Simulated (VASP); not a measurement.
Write the native input for VASP 6.6.1 that does the following.

- Task: relaxation of cell and atoms
- Functional: PBE
- Potentials or basis: VASP PAW PBE potentials, release 64 (Cd, Se, S)
- Cutoff: 600 eV
- k mesh: 6 × 6 × 6
- Occupations: gaussian, width 0.02 eV
- Spin: no spin polarisation
- Dipole correction: no
- Further INCAR settings: ALGO = Normal; EDIFF = 1e-06; IBRION = 2; EDIFFG = -0.01; NSW = 100; ISIF = 3

The structure of Cd4Se3S lies in POSCAR:

```
Cd4Se3S
1.0
    6.1393107895      0.0000000000      0.0000000000
    0.0000000000      6.1393107895      0.0000000000
    0.0000000000      0.0000000000      6.1393107895
Cd Se S
4 3 1
Direct
    0.7562018406      0.7562018406      0.2437981594
    0.7562018406      0.2437981594      0.7562018406
    0.2437981594      0.7562018406      0.7562018406
    0.2437981594      0.2437981594      0.2437981594
    0.0000000000      0.5000000000      0.5000000000
    0.5000000000      0.0000000000      0.5000000000
    0.5000000000      0.5000000000      0.0000000000
    0.0000000000      0.0000000000      0.0000000000
```

These files were run (other wordings do the same):

INCAR

```
  PREC = Accurate
  ENCUT = 600
  EDIFF = 1E-6
  ISMEAR = 0
  SIGMA = 0.02
  LREAL = False
  LASPH = True
  NELM = 100
  ALGO = Normal
  ISIF = 3
  LWAVE = False
  LCHARG = False
  GGA = PE
  IBRION = 2
  NSW = 100
  EDIFFG = -0.01
```

KPOINTS

```
regular mesh
0
Gamma
  6 6 6
```

Potentials or basis: VASP PAW PBE potentials, release 64 (Cd, Se, S).

The run is started by

```bash
$ cat potpaw_PBE.64/Cd/POTCAR potpaw_PBE.64/Se/POTCAR potpaw_PBE.64/S/POTCAR > POTCAR
$ mpirun -np 1 vasp_std > vasp.out
```

Results of the run:

| Property | Result |
| --- | --- |
| Relaxed volume | 28.90 Å³/atom |
| Relaxed cell | a = 6.137 Å, b = 6.137 Å, c = 6.137 Å, α = 90.00°, β = 90.00°, γ = 90.00° |
| Space group after relaxing (to 0.1 Å) | P-43m (No. 215) |
| Energy gained by relaxing | 0.0 meV/atom |
| Ionic steps | 2 |
| Pressure after relaxing | 0.0 GPa |
| Largest force after relaxing | 0.007 eV/Å |
| Band gap on the k mesh | 0.59 eV |

Caveat: semilocal functionals underestimate gaps, and a narrow one can read as zero.

Wall time 3.2 min on 1 thread of Intel(R) Xeon(R) 6975P-C (Granite Rapids), on a shared host, peak memory 0.5 GiB.
